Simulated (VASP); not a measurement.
Runs of VASP 6.6.1 on PbI2. The structure is that of space group P-3m1 (No. 164), or close to it. The cells are those of the table. 

```csv
cell,gap on the mesh (eV),pressure (GPa),largest force (eV/Å)
"a = 4.555, b = 4.555, c = 6.977 Å, angles 90.0, 90.0, 120.0°, 3 atoms",2.22,1.8,0.17
"a = 4.555, b = 4.555, c = 6.861 Å, angles 90.0, 90.0, 120.0°, 3 atoms",(b),2.4,0.27
"a = 4.555, b = 4.555, c = 7.326 Å, angles 90.0, 90.0, 120.0°, 3 atoms",2.33,0.4,0.12
"a = 4.555, b = 4.555, c = 7.210 Å, angles 90.0, 90.0, 120.0°, 3 atoms",2.29,0.8,0.02
"a = 4.555, b = 4.555, c = 7.093 Å, angles 90.0, 90.0, 120.0°, 3 atoms",2.25,1.3,0.08
"a = 4.555, b = 4.555, c = 6.744 Å, angles 90.0, 90.0, 120.0°, 3 atoms",(a),3.0,0.37
"a = 4.555, b = 4.555, c = 6.628 Å, angles 90.0, 90.0, 120.0°, 3 atoms",2.02,3.6,0.47
```

Alike in all rows: task single point; level PBE; potentials or basis VASP PAW PBE potentials, release 64 (Pb_d, I); no spin polarisation; k mesh 6 × 6 × 4; cutoff (eV) 500; smearing fermi-dirac 0.05 eV.

**Question.** Fill in the values left out.

**Answer.** (a) 2.12; (b) 2.18.

Caveats: spin-orbit coupling is left out, which moves the levels of the heavy elements; this functional lacks dispersion, which binds the layers, so the pressure and a relaxed spacing across them are unreliable; the cell stands under pressure (at least some runs).

A k mesh can miss the band edges, and the runs leave out spin-orbit coupling on I, Pb.
